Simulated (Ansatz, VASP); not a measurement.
# HfB: VASP beside Ansatz

Contents of INCAR:

```
SYSTEM = HfB
PREC = Accurate ; ENCUT = 520
EDIFF = 1E-6 ; ISMEAR = 0
SIGMA = 0.1 ; LREAL = .FALSE.
LASPH = .TRUE. ; NELM = 80
ALGO = Normal ; ISIF = 2
LWAVE = .FALSE. ; LCHARG = .FALSE.
GGA = PS ; NBANDS = 21
```

Contents of KPOINTS:

```
regular mesh
0
G
  16 16 12
  0 0 0
```

POSCAR

```
HfB
1.0
    2.3939477051      2.3939477051      0.0000000000
   -2.3939477051      2.3939477051      0.0000000000
    0.0000000000      0.0000000000      4.7878954102
Hf B
2 2
Direct
    0.5000000000      0.5000000000      0.0000000000
    0.0000000000      0.0000000000      0.5000000000
    0.0000000000      0.0000000000      0.0000000000
    0.5000000000      0.5000000000      0.5000000000
```

Input for Ansatz:

```yaml
crystal:
  lattice:
    - [2.3939476943, 2.3939476943, 0.0]
    - [-2.3939476943, 2.3939476943, 0.0]
    - [0.0, 0.0, 4.7878953885]
  atoms:
    - { symbol: Hf, position: [0.5, 0.5, 0.0] }
    - { symbol: Hf, position: [0.0, 0.0, 0.5] }
    - { symbol: B, position: [0.0, 0.0, 0.0] }
    - { symbol: B, position: [0.5, 0.5, 0.5] }
basis:
  ecutwfc: 420
kpoints:
  mp_grid: { grid: [16, 16, 12] }
hamiltonian:
  xc: pbesol
scf:
  occupations: { method: gaussian, width: 0.1 }
output:
  forces: true
  stress: true
  eigenvalues: true
```

Alike in both runs: task single point; functional PBEsol; k mesh 16 × 16 × 12; occupations gaussian, width 0.1 eV; no spin polarisation.

|  | VASP | Ansatz |
| --- | --- | --- |
| version | VASP 6.6.1 | Ansatz 0.2.0 |
| potentials or method | VASP PAW PBE potentials, release 64 (Hf_pv, B), cutoff 520 eV | scalar-relativistic, plane waves, PAW |
| valence electrons in the cell | 26 | 58 |

```csv
,VASP,Ansatz,Ansatz less VASP
gap on the k mesh at the Fermi level (eV),none,none,-
pressure (GPa),0.3,0.0,-0.37
```

VASP's potentials were made for PBE, not for PBEsol. A gap of «none» marks a metal or a gap that the smearing closes. VASP's potentials hold 26 valence electrons a cell and Ansatz's 58, so a difference there can come from the potentials and not from the codes.

Spin-orbit coupling is off throughout.
